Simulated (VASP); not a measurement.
# SiO2 (P4_12_12) in VASP: notebook, part 2 of 2

VASP 6.6.1. Earlier steps stand in the parts before.

### 4 Electric field gradients, r2SCAN

The input, POSCAR:

```
SiO2
1.0
    4.9790000000      0.0000000000      0.0000000000
    0.0000000000      4.9790000000      0.0000000000
    0.0000000000      0.0000000000      6.9500000000
Si O
4 8
Direct
    0.3044023563      0.3044023563      0.0000000000
    0.1955976437      0.8044023563      0.2500000000
    0.6955976437      0.6955976437      0.5000000000
    0.8044023563      0.1955976437      0.7500000000
    0.2371045937      0.1148382174      0.1842518117
    0.3851617826      0.7371045937      0.4342518117
    0.7628954063      0.8851617826      0.6842518117
    0.6148382174      0.2628954063      0.9342518117
    0.7371045937      0.3851617826      0.5657481883
    0.8851617826      0.7628954063      0.3157481883
    0.2628954063      0.6148382174      0.0657481883
    0.1148382174      0.2371045937      0.8157481883
```

The input, INCAR.step1:

```
SYSTEM = SiO2
  PREC = Accurate
  ENCUT = 520
  ISMEAR = -1
  SIGMA = 0.02
  LREAL = .FALSE.
  LASPH = .TRUE.
  NELM = 80
  NBANDS = 44
  GGA = PE
  ALGO = Normal
  EDIFF = 1E-4
  LWAVE = .TRUE.
  LCHARG = .FALSE.
```

The input, INCAR.step2:

```
SYSTEM = SiO2
  PREC = Accurate
  ENCUT = 520
  EDIFF = 1E-8
  ISMEAR = -1
  SIGMA = 0.02
  LREAL = .FALSE.
  LASPH = .TRUE.
  NELM = 80
  ALGO = Normal
  ISIF = 2
  LWAVE = .FALSE.
  LCHARG = .FALSE.
  METAGGA = R2SCAN
  LMIXTAU = .TRUE.
  LEFG = .TRUE.
  NBANDS = 44
  ISTART = 1
```

The input, KPOINTS:

```
Automatic mesh
0
G
  5 5 4
  0 0 0
```

Potentials or basis: VASP PAW PBE potentials, release 64 (Si, O).

Run with:

```console
$ cat potpaw_PBE.64/Si/POTCAR potpaw_PBE.64/O/POTCAR > POTCAR
$ cp INCAR.step1 INCAR
$ mpirun -np 1 vasp_std > vasp.out
$ cp INCAR.step2 INCAR
$ mpirun -np 1 vasp_std > vasp.out
```

OUTCAR:

```text
SYSTEM = SiO2
   PREC = Accurate
   ENCUT = 520
   EDIFF = 1E-8
   ISMEAR = -1
   LREAL = .FALSE.
   LASPH = .TRUE.
   NELM = 80
   ISIF = 2
   METAGGA = R2SCAN
   ISTART = 1

 ion  position               nearest neighbor table
   1  0.304  0.304  0.000-   8 1.62  11 1.62   5 1.63  12 1.63   2 3.08   4 3.08   2 3.08   4 3.08

   2  0.196  0.804  0.250-   5 1.62  10 1.62   6 1.63  11 1.63   1 3.08   3 3.08   1 3.08   3 3.08

   3  0.696  0.696  0.500-   6 1.62   9 1.62   7 1.63  10 1.63   2 3.08   4 3.08   4 3.08   2 3.08

   4  0.804  0.196  0.750-   7 1.62  12 1.62   9 1.63   8 1.63   1 3.08   3 3.08   3 3.08   1 3.08

   5  0.237  0.115  0.184-   2 1.62   1 1.63
   6  0.385  0.737  0.434-   3 1.62   2 1.63
   7  0.763  0.885  0.684-   4 1.62   3 1.63
   8  0.615  0.263  0.934-   1 1.62   4 1.63
   9  0.737  0.385  0.566-   3 1.62   4 1.63
  10  0.885  0.763  0.316-   2 1.62   3 1.63
  11  0.263  0.615  0.066-   1 1.62   2 1.63
  12  0.115  0.237  0.816-   4 1.62   1 1.63

  LATTYP: Found a simple tetragonal cell.
 ALAT       =     4.9790000000
 C/A-ratio  =     1.3958626230

  Lattice vectors:

 A1 = (   4.9790000000,   0.0000000000,   0.0000000000)
 A2 = (   0.0000000000,   4.9790000000,   0.0000000000)
 A3 = (   0.0000000000,   0.0000000000,   6.9500000000)

[... 1090 lines left out ...]
   3       0.257     0.257    -0.513     0.368    -2.644     2.644
   4       0.257     0.257    -0.513    -0.368    -2.644    -2.644
   5     -48.763    44.038     4.725    19.281   -14.751   -57.065
   6      44.038   -48.763     4.725   -19.281    57.065   -14.751
   7     -48.763    44.038     4.725    19.281    14.751    57.065
   8      44.038   -48.763     4.725   -19.281   -57.065    14.751
   9     -48.763    44.038     4.725   -19.281    14.751   -57.065
  10      44.038   -48.763     4.725    19.281   -57.065   -14.751
  11     -48.763    44.038     4.725   -19.281   -14.751    57.065
  12      44.038   -48.763     4.725    19.281    57.065    14.751
---------------------------------------------------------------------

 Electric field gradients after diagonalization (V/A^2)
 (convention: |V_zz| > |V_xx| > |V_yy|)
----------------------------------------------------------------------
 ion       V_xx      V_yy      V_zz     asymmetry (V_yy - V_xx)/ V_zz
----------------------------------------------------------------------
   1       3.432     0.624    -4.056       0.692
   2       3.432     0.624    -4.056       0.692
   3       3.432     0.624    -4.056       0.692
   4       3.432     0.624    -4.056       0.692
   5     -53.074   -35.936    89.010       0.193
   6     -53.074   -35.936    89.010       0.193
   7     -53.074   -35.936    89.010       0.193
   8     -53.074   -35.936    89.010       0.193
   9     -53.074   -35.936    89.010       0.193
  10     -53.074   -35.936    89.010       0.193
  11     -53.074   -35.936    89.010       0.193
  12     -53.074   -35.936    89.010       0.193
----------------------------------------------------------------------

           NMR quadrupolar parameters

 Cq : quadrupolar parameter    Cq=e*Q*V_zz/h
 eta: asymmetry parameters     (V_yy - V_xx)/ V_zz
 Q  : nuclear electric quadrupole moment in mb (millibarn)
----------------------------------------------------------------------
 ion       Cq(MHz)       eta       Q (mb)
----------------------------------------------------------------------
   1      -0.010       0.692       1.000
   2      -0.010       0.692       1.000
   3      -0.010       0.692       1.000
   4      -0.010       0.692       1.000
   5       0.215       0.193       1.000
   6       0.215       0.193       1.000
   7       0.215       0.193       1.000
   8       0.215       0.193       1.000
   9       0.215       0.193       1.000
  10       0.215       0.193       1.000
  11       0.215       0.193       1.000
  12       0.215       0.193       1.000
----------------------------------------------------------------------
```

It took 21 min on 1 thread of AMD EPYC 7R13, shared host; peak memory 0.33 GiB.

What came out:

```yaml
Free_energy: -119.1221 eV
Pressure: -3.4 GPa
Largest_force: 0.291 eV/Å
Band_gap_on_the_k_mesh: 6.25 eV
Largest_electric_field_gradient_by_atom: Si -4.1; O +89.0 V/Å²
```

Forces on the atoms (eV/Å):
```
Si   0.043  0.043  0.000
Si  -0.043  0.043  0.000
Si  -0.043 -0.043  0.000
Si   0.043 -0.043  0.000
O    0.038 -0.148 -0.247
O    0.148  0.038 -0.247
O   -0.038  0.148 -0.247
O   -0.148 -0.038 -0.247
O    0.038  0.148  0.247
O    0.148 -0.038  0.247
O   -0.038 -0.148  0.247
O   -0.148  0.038  0.247
```

Levels at points of the mesh, in eV from the valence-band top:
| k point | band 30 | band 31 | band 32 | band 33 | band 34 | band 35 |
| --- | --- | --- | --- | --- | --- | --- |
| (0.00, 0.00, 0.00) | -0.34 | -0.34 | 0.00 | 6.25 | 9.58 | 9.58 |
| (0.00, 0.00, 0.50) | -0.55 | -0.38 | -0.38 | 7.55 | 7.55 | 10.18 |

Electric field gradients, principal values (V/Å²):
```
atom    least   middle  greatest (by size)
1 Si    0.624    3.432              -4.056
2 Si    0.624    3.432              -4.056
3 Si    0.624    3.432              -4.056
4 Si    0.624    3.432              -4.056
 5 O  -35.936  -53.074              89.010
 6 O  -35.936  -53.074              89.010
 7 O  -35.936  -53.074              89.010
 8 O  -35.936  -53.074              89.010
 9 O  -35.936  -53.074              89.010
10 O  -35.936  -53.074              89.010
11 O  -35.936  -53.074              89.010
12 O  -35.936  -53.074              89.010
```

Caveat: the cell stands under tension; without QUAD_EFG the Cq values of the log hold for a quadrupole moment of 1 mb, not for the nuclei; the PAW data sets were made with another functional, which shifts forces and pressure a little. A k mesh can miss the band edges.

### 5 Overview

```csv
level,cell,gap on the mesh (eV),pressure (GPa),largest force (eV/Å)
PBE,"as given, atomic positions A",5.77,6.4,0.42
PBE,"as given, atomic positions B",5.61,1.2,0.02
r2SCAN,"as given, atomic positions B",6.25,-3.4,0.29
```

Alike in all rows: task electric field gradients; potentials or basis VASP PAW PBE potentials, release 64 (Si, O); no spin polarisation; k mesh 5 × 5 × 4; cutoff (eV) 520; smearing fermi-dirac 0.02 eV.

The pressure there spans -3.4 GPa (r2SCAN) to 6.4 GPa (PBE); a positive pressure means that this level wants a larger cell, a negative one a smaller.

Caveats: the cell stands under pressure (at least some runs); the cell stands under tension (at least some runs); the PAW data sets were made with another functional, which shifts forces and pressure a little (at least some runs).

Total energies depend on the potentials used, so only differences within one code and one set of settings carry meaning.
